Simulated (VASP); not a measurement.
# SiC (P6_3mc) in VASP: a series of runs

The runs below take SiC through single point, relaxation of shape and atoms at fixed volume, with PBE.

Program: VASP 6.6.1. These are calculated values, not measurements. Logs are shortened: lines on timing, memory, paths and dates and some standing lists are left out, and cuts for length are marked.

## (1) The cell of the first run

Symmetry: P6_3mc, No. 186, hexagonal system. The conventional cell has a = 3.195 Å, b = 3.195 Å, c = 15.679 Å, α = 90.00°, β = 90.00°, γ = 120.00°. Within 2.6 Å of Si (site symmetry 3m) lie 4 C at 1.96 to 1.97 Å. Si (site symmetry 3m) has 4 C at 1.96 Å within 2.6 Å. Within 2.6 Å of Si (site symmetry 3m) lie 4 C at 1.96 Å. C (site symmetry 3m) has 4 Si at 1.96 to 1.97 Å within 2.6 Å. C (site symmetry 3m) has 4 Si at 1.96 Å within 2.6 Å. C (site symmetry 3m) has 4 Si at 1.96 Å within 2.6 Å.

## (2) Single point, PBE (11.55 Å³/atom)

File INCAR:

```
SYSTEM = SiC
ALGO = Normal ; EDIFF = 1E-6
ENCUT = 520 ; GGA = PE
ISIF = 2 ; ISMEAR = 0
LASPH = .TRUE. ; LCHARG = .FALSE.
LREAL = .FALSE. ; LWAVE = .FALSE.
NBANDS = 36 ; NELM = 80
PREC = Accurate ; SIGMA = 0.02
```

File KPOINTS:

```
k-points
0
G
  12 12 2
  0 0 0
```

File POSCAR:

```
SiC
1.0
    3.1946769800      0.0000000000      0.0000000000
   -1.5973384900      2.7666714216      0.0000000000
    0.0000000000      0.0000000000     15.6788976096
Si C
6 6
Direct
    0.0000000000      0.0000000000      0.1250780044
    0.0000000000      0.0000000000      0.6250780044
    0.3333333333      0.6666666667      0.2918108126
    0.6666666667      0.3333333333      0.7918108126
    0.3333333333      0.6666666667      0.9582829045
    0.6666666667      0.3333333333      0.4582829045
    0.0000000000      0.0000000000     -0.0003257812
    0.0000000000      0.0000000000      0.4996742188
    0.3333333333      0.6666666667      0.1668487980
    0.6666666667      0.3333333333      0.6668487980
    0.3333333333      0.6666666667      0.8333052618
    0.6666666667      0.3333333333      0.3333052618
```

Potentials or basis: VASP PAW PBE potentials, release 64 (Si, C).

Started as:

```
cat potpaw_PBE.64/Si/POTCAR potpaw_PBE.64/C/POTCAR > POTCAR
mpirun -np 1 vasp_std > vasp.out
```

OUTCAR:

```text
SYSTEM = SiC
   EDIFF = 1E-6
   ENCUT = 520
   GGA = PE
   ISIF = 2
   ISMEAR = 0
   LASPH = .TRUE.
   LREAL = .FALSE.
   NELM = 80
   PREC = Accurate

 ion  position               nearest neighbor table
   1  0.000  0.000  0.125-   9 1.96   9 1.96   9 1.96   7 1.97
   2  0.000  0.000  0.625-  10 1.96  10 1.96  10 1.96   8 1.97
   3  0.333  0.667  0.292-  12 1.96  12 1.96  12 1.96   9 1.96
   4  0.667  0.333  0.792-  11 1.96  11 1.96  11 1.96  10 1.96
   5  0.333  0.667  0.958-   7 1.96   7 1.96   7 1.96  11 1.96
   6  0.667  0.333  0.458-   8 1.96   8 1.96   8 1.96  12 1.96
   7  0.000  0.000  1.000-   5 1.96   5 1.96   5 1.96   1 1.97
   8  0.000  0.000  0.500-   6 1.96   6 1.96   6 1.96   2 1.97
   9  0.333  0.667  0.167-   1 1.96   1 1.96   1 1.96   3 1.96
  10  0.667  0.333  0.667-   2 1.96   2 1.96   2 1.96   4 1.96
  11  0.333  0.667  0.833-   4 1.96   4 1.96   4 1.96   5 1.96
  12  0.667  0.333  0.333-   3 1.96   3 1.96   3 1.96   6 1.96

  LATTYP: Found a hexagonal cell.
 ALAT       =     3.1946769800
 C/A-ratio  =     4.9078193845

  Lattice vectors:

 A1 = (   3.1946769800,   0.0000000000,   0.0000000000)
 A2 = (  -1.5973384900,   2.7666714216,   0.0000000000)
 A3 = (   0.0000000000,   0.0000000000,  15.6788976096)

Analysis of symmetry for initial positions (statically):
=====================================================================
 Subroutine PRICEL returns:
 Original cell was already a primitive cell.

 Routine SETGRP: Setting up the symmetry group for a
 hexagonal supercell.

 Subroutine GETGRP returns: Found 12 space group operations
 (whereof  6 operations were pure point group operations)
 out of a pool of 24 trial point group operations.

The static configuration has the point symmetry C_3v.
 The point group associated with its full space group is C_6v.

Analysis of symmetry for dynamics (positions and initial velocities):
=====================================================================
 Subroutine PRICEL returns:
 Original cell was already a primitive cell.

 Routine SETGRP: Setting up the symmetry group for a
 hexagonal supercell.

 Subroutine GETGRP returns: Found 12 space group operations
 (whereof  6 operations were pure point group operations)
 out of a pool of 24 trial point group operations.

The dynamic configuration has the point symmetry C_3v.
 The point group associated with its full space group is C_6v.

 Subroutine INISYM returns: Found 12 space group operations
 (whereof  6 operations are pure point group operations),
 and found     1 'primitive' translations

----------------------------------------------------------------------------------------

                                     Primitive cell

  volume of cell :     138.5798

  direct lattice vectors                    reciprocal lattice vectors
     3.194676980  0.000000000  0.000000000     0.313020692  0.180722581  0.000000000
    -1.597338490  2.766671422  0.000000000     0.000000000  0.361445162  0.000000000
     0.000000000  0.000000000 15.678897610     0.000000000  0.000000000  0.063779994

  length of vectors
     3.194676980  3.194676980 15.678897610     0.361445162  0.361445162  0.063779994

  position of ions in fractional coordinates (direct lattice)
     0.000000000  0.000000000  0.125078004
     0.000000000  0.000000000  0.625078004
     0.333333333  0.666666667  0.291810813
     0.666666667  0.333333333  0.791810813
     0.333333333  0.666666667  0.958282905
     0.666666667  0.333333333  0.458282905
     0.000000000  0.000000000  0.999674219
     0.000000000  0.000000000  0.499674219
     0.333333333  0.666666667  0.166848798
     0.666666667  0.333333333  0.666848798
     0.333333333  0.666666667  0.833305262
     0.666666667  0.333333333  0.333305262

  ion indices of the primitive-cell ions
   primitive index   ion index
                 1           1
                 2           2
                 3           3
                 4           4
                 5           5
                 6           6
                 7           7
                 8           8
                 9           9
                10          10
                11          11
                12          12

----------------------------------------------------------------------------------------

 KPOINTS: k-points

Automatic generation of k-mesh.
 Grid dimensions read from file:
 generate k-points for:   12   12    2

 Generating k-lattice:

  Cartesian coordinates                     Fractional coordinates (reciprocal lattice)
     0.026085058  0.015060215  0.000000000     0.083333333  0.000000000  0.000000000
     0.000000000  0.030120430  0.000000000     0.000000000  0.083333333  0.000000000
     0.000000000  0.000000000  0.031889997     0.000000000  0.000000000  0.500000000

  Length of vectors
     0.030120430  0.030120430  0.031889997

  Shift w.r.t. Gamma in fractional coordinates (k-lattice)
     0.000000000  0.000000000  0.000000000

 Subroutine IBZKPT returns following result:
 ===========================================

 Found     38 irreducible k-points:

 Following reciprocal coordinates:
            Coordinates               Weight
  0.000000  0.000000  0.000000      1.000000
  0.083333 -0.000000  0.000000      6.000000
  0.166667  0.000000  0.000000      6.000000
  0.250000  0.000000  0.000000      6.000000
  0.333333  0.000000  0.000000      6.000000
  0.416667  0.000000  0.000000      6.000000
[... 16 lines left out ...]
  0.250000  0.000000  0.500000      6.000000
  0.333333  0.000000  0.500000      6.000000
 [... further k-points ...]
   k-points           NKPTS =     38   k-points in BZ     NKDIM =     38   number of bands    NBANDS=     36
   number of dos      NEDOS =    301   number of ions     NIONS =     12
   total plane-waves  NPLWV =  69120
   dimension x,y,z NGX =    24 NGY =   24 NGZ =  120
   dimension x,y,z NGXF=    48 NGYF=   48 NGZF=  240
   ions per type =               6   6
   NGX,Y,Z   is equivalent  to a cutoff of  12.49, 12.49, 12.72 a.u.
   NGXF,Y,Z  is equivalent  to a cutoff of  24.98, 24.98, 25.45 a.u.
 SYSTEM =  SiC
   PREC   = accura    normal or accurate (medium, high low for compatibility)
   ISTART =      0    job   : 0-new  1-cont  2-samecut
   ICHARG =      2    charge: 1-file 2-atom 10-const
   ISPIN  =      1    spin polarized calculation?
   LNONCOLLINEAR =      F non collinear calculations
   LSORBIT =      F    spin-orbit coupling
   LASPH  =      T    aspherical Exc in radial PAW
   ENCUT  =  520.0 eV  38.22 Ry    6.18 a.u.   5.94  5.94 29.15*2*pi/ulx,y,z
   NELM   =     80;   NELMIN=  2; NELMDL= -5     # of ELM steps
   EDIFF  = 0.1E-05   stopping-criterion for ELM
   LREAL  =      F    real-space projection
   EDIFFG = 0.1E-04   stopping-criterion for IOM
   NSW    =      0    number of steps for IOM
   IBRION =     -1    ionic relax: 0-MD 1-quasi-New 2-CG
   NFREE  =      0    steps in history (QN), initial steepest desc. (CG)
   ISIF   =      2    stress and relaxation
   ISYM   =      2    0-nonsym 1-usesym 2-fastsym
   POTIM  = 0.5000    time-step for ionic-motion
   TEBEG  =    0.0;   TEEND  =   0.0 temperature during run
   PSTRESS=    0.0 pullay stress
   NELECT =      48.0000    total number of electrons
   NUPDOWN=      -1.0000    fix difference up-down
   EMIN   =  10.00;   EMAX   =-10.00  energy-range for DOS
   EFERMI =   0.00;   METHOD = LEGACY
   ISMEAR =     0;   SIGMA  =   0.02  broadening in eV -4-tet -1-fermi 0-gaus
   EFERMI_NEDOS =   21; number of points for ismear=-14 and -15
   IALGO  =     38    algorithm
   IMIX   =      4    mixing-type and parameters
     AMIX     =   0.40;   BMIX     =  1.00
     AMIX_MAG =   1.60;   BMIX_MAG =  1.00
  volume/ion in A,a.u.               =      11.55        77.93
  Fermi-wavevector in a.u.,A,eV,Ry     =   1.149711  2.172638 17.984651  1.321835
  Thomas-Fermi vector in A             =   2.286379
   LORBIT       =      0    0 simple, 1 ext, 2 COOP (PROOUT), +10 PAW based schemes
   GGA     = PE    functional components
   LHFCALC =     F    Hartree Fock is set to
   AEXX    =    0.0000 exact exchange contribution
   IVDW    =     0    specifies the selected vdW correction
   LEPSILON=     F    determine dielectric tensor
   LRPA    =     F    only Hartree local field effects (RPA)
 non-spin polarized calculation
 Gauss-broadening in eV      SIGMA  =   0.02
  energy-cutoff  :      520.00
  volume of cell :      138.58
 maximum number of plane-waves:      3786
 NGX is ok and might be reduce to    24
   NGX = 11   NGY = 11   NGZ = 59

 number of electron      48.0000000 magnetization

 Free energy of the ion-electron system (eV)
  ---------------------------------------------------
  ext. energy  EPLUGINS =         0.00000000
  ---------------------------------------------------
  free energy    TOTEN  =       -89.66014554 eV

  energy without entropy =      -89.66014554  energy(sigma->0) =      -89.66014554

 E-fermi :   7.0600     XC(G=0): -10.8804

 val. band max:        6.9608855689   @ k =   0.0000   0.0000   0.0000
 cond. band min:       9.0069261217   @ k =   0.5000   0.0000   0.0000
 fundamental gap:      2.0460405528
 Fermi energy:         7.0599634966

 k-point     1 :       0.0000    0.0000    0.0000
  band No.  band energies     occupation
      1      -7.6537      2.00000
      2      -7.1759      2.00000
      3      -7.1460      2.00000
      4      -5.7931      2.00000
      5      -5.7658      2.00000
      6      -4.4802      2.00000
[... 28 lines left out ...]
     35      13.5821      0.00000
     36      13.8362      0.00000

 k-point     2 :       0.0833   -0.0000    0.0000
  band No.  band energies     occupation
      1      -7.5433      2.00000
      2      -7.0672      2.00000
      3      -7.0370      2.00000
      4      -5.6901      2.00000
      5      -5.6626      2.00000
      6      -4.3869      2.00000
[... 28 lines left out ...]
     35      13.6353      0.00000
     36      13.7342      0.00000
[... 817 lines left out ...]
     35      14.3366      0.00000
     36      14.3400      0.00000

 k-point    24 :       0.3333    0.0000    0.5000
  band No.  band energies     occupation
      1      -5.8498      2.00000
      2      -5.8498      2.00000
      3      -4.9719      2.00000
      4      -4.9719      2.00000
      5      -3.6002      2.00000
      6      -3.6002      2.00000
[... 28 lines left out ...]
     35      14.3092      0.00000
     36      14.3157      0.00000

 [... further k-points ...]
[... 5 lines left out ...]
  --------------------------------------------------------------------------------------
  -------------------------------------------------------------------------------------
  Total      -14.5536649    -14.5536649    -14.4985903      0.0000000      0.0000000      0.0000000
  in kB     -168.2607786   -168.2607786   -167.6240380      0.0000000      0.0000000      0.0000000
  external PRESSURE =    -168.0485317 kB  Pullay stress =       0.0000000 kB

 VOLUME and BASIS-vectors are now :
 -----------------------------------------------------------------------------
  energy-cutoff  :      520.00
  volume of cell :      138.58
      direct lattice vectors                 reciprocal lattice vectors
     3.194676980  0.000000000  0.000000000     0.313020692  0.180722581  0.000000000
    -1.597338490  2.766671422  0.000000000     0.000000000  0.361445162  0.000000000
     0.000000000  0.000000000 15.678897610     0.000000000  0.000000000  0.063779994

 POSITION                                       TOTAL-FORCE (eV/Angst)
 -----------------------------------------------------------------------------------
      0.00000      0.00000      1.96109         0.000000     -0.000000      0.008983
      0.00000      0.00000      9.80053        -0.000000      0.000000      0.008983
     -0.00000      1.84445      4.57527        -0.000000      0.000000      0.000066
      1.59734      0.92222     12.41472         0.000000     -0.000000      0.000066
     -0.00000      1.84445     15.02482        -0.000000     -0.000000      0.001759
      1.59734      0.92222      7.18537        -0.000000     -0.000000      0.001759
      0.00000      0.00000     15.67379        -0.000000      0.000000     -0.009311
      0.00000      0.00000      7.83434        -0.000000     -0.000000     -0.009311
     -0.00000      1.84445      2.61601         0.000000     -0.000000     -0.000635
      1.59734      0.92222     10.45545        -0.000000      0.000000     -0.000635
     -0.00000      1.84445     13.06531         0.000000     -0.000000     -0.000862
      1.59734      0.92222      5.22586         0.000000      0.000000     -0.000862
 -----------------------------------------------------------------------------------
    total drift:                               -0.000000     -0.000000      0.000176

  FREE ENERGIE OF THE ION-ELECTRON SYSTEM (eV)
  ---------------------------------------------------
  free  energy   TOTEN  =       -89.6601455389 eV

  energy  without entropy=      -89.6601455389  energy(sigma->0) =      -89.66014554
```

Wall time 2 min (1 thread of AMD EPYC 9R45 (Zen 5), shared host); peak memory 0.28 GiB.

What came out:

```yaml
Free_energy: -89.6601 eV
Pressure: -16.8 GPa
Largest_force: 0.009 eV/Å
Band_gap_on_the_k_mesh: 2.05 eV (least direct gap 3.11 eV)
```

Forces in eV/Å, atoms in the order of the input:
```
Si   0.000  0.000  0.009
Si   0.000  0.000  0.009
Si   0.000  0.000  0.000
Si   0.000  0.000  0.000
Si   0.000  0.000  0.002
Si   0.000  0.000  0.002
C    0.000  0.000 -0.009
C    0.000  0.000 -0.009
C    0.000  0.000 -0.001
C    0.000  0.000 -0.001
C    0.000  0.000 -0.001
C    0.000  0.000 -0.001
```

Levels at points of the mesh, in eV from the valence-band top:
| k point | band 20 | band 21 | band 22 | band 23 | band 24 | band 25 | band 26 | band 27 | band 28 | band 29 |
| --- | --- | --- | --- | --- | --- | --- | --- | --- | --- | --- |
| (0.00, 0.00, 0.00) | -0.29 | -0.29 | -0.03 | 0.00 | 0.00 | 4.25 | 4.43 | 4.77 | 5.05 | 5.27 |
| (0.50, 0.00, 0.00) | -2.15 | -1.71 | -1.69 | -1.56 | -1.07 | 2.05 | 2.18 | 3.03 | 3.66 | 4.23 |
| (0.00, 0.00, 0.50) | -0.62 | -0.09 | -0.09 | -0.09 | -0.09 | 4.32 | 4.32 | 5.01 | 5.01 | 5.45 |
| (0.50, 0.00, 0.50) | -2.21 | -1.63 | -1.63 | -1.25 | -1.25 | 2.05 | 2.05 | 3.25 | 3.25 | 4.28 |

Caveat: the cell stands under tension. A k mesh can miss the band edges.

## (3) Relaxation of shape and atoms at fixed volume, PBE (9.24 Å³/atom)

This run uses another cell than the first one, of 9.24 Å³/atom.

File INCAR:

```
SYSTEM = SiC
PREC     = Accurate       ! precision mode
ENCUT    = 600            ! plane-wave cutoff, eV
EDIFF    = 1E-7           ! SCF threshold, eV
ISMEAR   = 0              ! smearing method
SIGMA    = 0.02           ! smearing width, eV
LREAL    = .FALSE.        ! projectors in reciprocal space
LASPH    = .TRUE.         ! aspherical terms in the spheres
NELM     = 60             ! most SCF steps
ALGO     = Normal         ! electronic algorithm
ISIF     = 4              ! what is computed and relaxed
LWAVE    = .FALSE.        ! write WAVECAR
LCHARG   = .FALSE.        ! write CHGCAR
GGA      = PE             ! functional
IBRION   = 2              ! ionic algorithm
NSW      = 50             ! ionic steps
EDIFFG   = -0.01          ! ionic threshold
```

File KPOINTS:

```
Automatic mesh
0
G
  12 12 2
  0 0 0
```

File POSCAR:

```
SiC
1.0
    2.9662217138      0.0000000000      0.0000000000
   -1.4831108569      2.5688233574      0.0000000000
    0.0000000000      0.0000000000     14.5496382711
Si C
6 6
Direct
    0.0000000000      0.0000000000      0.1250086215
    0.0000000000      0.0000000000      0.6250086215
    0.3333333333      0.6666666667      0.2918302790
    0.6666666667      0.3333333333      0.7918302790
    0.3333333333      0.6666666667      0.9583438915
    0.6666666667      0.3333333333      0.4583438915
    0.0000000000      0.0000000000     -0.0003102604
    0.0000000000      0.0000000000      0.4996897396
    0.3333333333      0.6666666667      0.1668065849
    0.6666666667      0.3333333333      0.6668065849
    0.3333333333      0.6666666667      0.8333208834
    0.6666666667      0.3333333333      0.3333208834
```

Potentials or basis: VASP PAW PBE potentials, release 64 (Si, C).

Started as:

```
cat potpaw_PBE.64/Si/POTCAR potpaw_PBE.64/C/POTCAR > POTCAR
mpirun -np 1 vasp_std > vasp.out
```

Wall time 2.7 min (1 thread of AMD EPYC 9R45 (Zen 5), shared host); peak memory 0.29 GiB.

The run converged. Its results:

```yaml
Free_energy: -88.9038 eV
Energy_gained_by_relaxing: 0.0 meV/atom
Ionic_steps: 3
Pressure_after_relaxing: 34.6 GPa
Largest_force_after_relaxing: 0.004 eV/Å
Band_gap_on_the_k_mesh: 1.99 eV (least direct gap 3.11 eV)
```

Forces on the atoms (eV/Å):
```
Si   0.000  0.000  0.000
Si   0.000  0.000  0.000
Si   0.000  0.000  0.001
Si   0.000  0.000  0.001
Si   0.000  0.000  0.004
Si   0.000  0.000  0.004
C    0.000  0.000 -0.001
C    0.000  0.000 -0.001
C    0.000  0.000 -0.004
C    0.000  0.000 -0.004
C    0.000  0.000  0.001
C    0.000  0.000  0.001
```

Final structure:
```yaml
crystal:
  lattice:
    - [2.96636, 0.00000, 0.00000]
    - [-1.48318, 2.56894, 0.00000]
    - [0.00000, 0.00000, 14.54832]
  atoms:
    - { symbol: Si, position: [0.00000, 0.00000, 0.12499] }
    - { symbol: Si, position: [0.00000, 0.00000, 0.62499] }
    - { symbol: Si, position: [0.33333, 0.66667, 0.29183] }
    - { symbol: Si, position: [0.66667, 0.33333, 0.79183] }
    - { symbol: Si, position: [0.33333, 0.66667, 0.95835] }
    - { symbol: Si, position: [0.66667, 0.33333, 0.45835] }
    - { symbol: C, position: [0.00000, 0.00000, 0.99970] }
    - { symbol: C, position: [0.00000, 0.00000, 0.49970] }
    - { symbol: C, position: [0.33333, 0.66667, 0.16681] }
    - { symbol: C, position: [0.66667, 0.33333, 0.66681] }
    - { symbol: C, position: [0.33333, 0.66667, 0.83332] }
    - { symbol: C, position: [0.66667, 0.33333, 0.33332] }
```

Levels at points of the mesh, in eV from the valence-band top:
| k point | band 20 | band 21 | band 22 | band 23 | band 24 | band 25 | band 26 | band 27 | band 28 | band 29 |
| --- | --- | --- | --- | --- | --- | --- | --- | --- | --- | --- |
| (0.00, 0.00, 0.00) | -0.30 | -0.30 | -0.03 | 0.00 | 0.00 | 6.19 | 6.35 | 6.81 | 7.30 | 7.54 |
| (0.50, 0.00, 0.00) | -2.36 | -1.90 | -1.87 | -1.75 | -1.12 | 1.99 | 2.24 | 3.41 | 4.07 | 4.92 |
| (0.00, 0.00, 0.50) | -0.65 | -0.10 | -0.10 | -0.10 | -0.10 | 6.26 | 6.26 | 7.02 | 7.02 | 7.64 |
| (0.50, 0.00, 0.50) | -2.50 | -1.78 | -1.78 | -1.35 | -1.35 | 2.07 | 2.07 | 3.62 | 3.62 | 5.36 |

A k mesh can miss the band edges.
